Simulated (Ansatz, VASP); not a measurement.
# Li2S: VASP beside Ansatz

```
CELL_PARAMETERS angstrom
0.00000 2.85286 2.85286
2.85286 0.00000 2.85286
2.85286 2.85286 0.00000
ATOMIC_POSITIONS crystal
Li 0.25000 0.25000 0.25000
Li 0.75000 0.75000 0.75000
S 0.00000 0.00000 0.00000
```

Alike in both runs: functional PBE; k mesh 8 × 8 × 8; no spin polarisation.

Ansatz relaxed the structure, and its values are those at the end. VASP's run is a single point on that final structure, the one shown.

|  | VASP | Ansatz |
| --- | --- | --- |
| version | VASP 6.6.1 | Ansatz 0.2.0 |
| potentials or method | VASP PAW PBE potentials, release 64 (Li_sv, S), cutoff 750 eV | scalar-relativistic, plane waves, PAW |
| occupations | gaussian, width 0.01 eV | fixed |
| valence electrons in the cell | 12 | 12 |

```tsv
	VASP	Ansatz	Ansatz less VASP
gap on the k mesh at the Fermi level (eV)	3.39	3.39	+0.001
least direct gap on the mesh (eV)	4.25	4.25	-0.004
pressure (GPa)	-0.1	0.0	+0.13
```
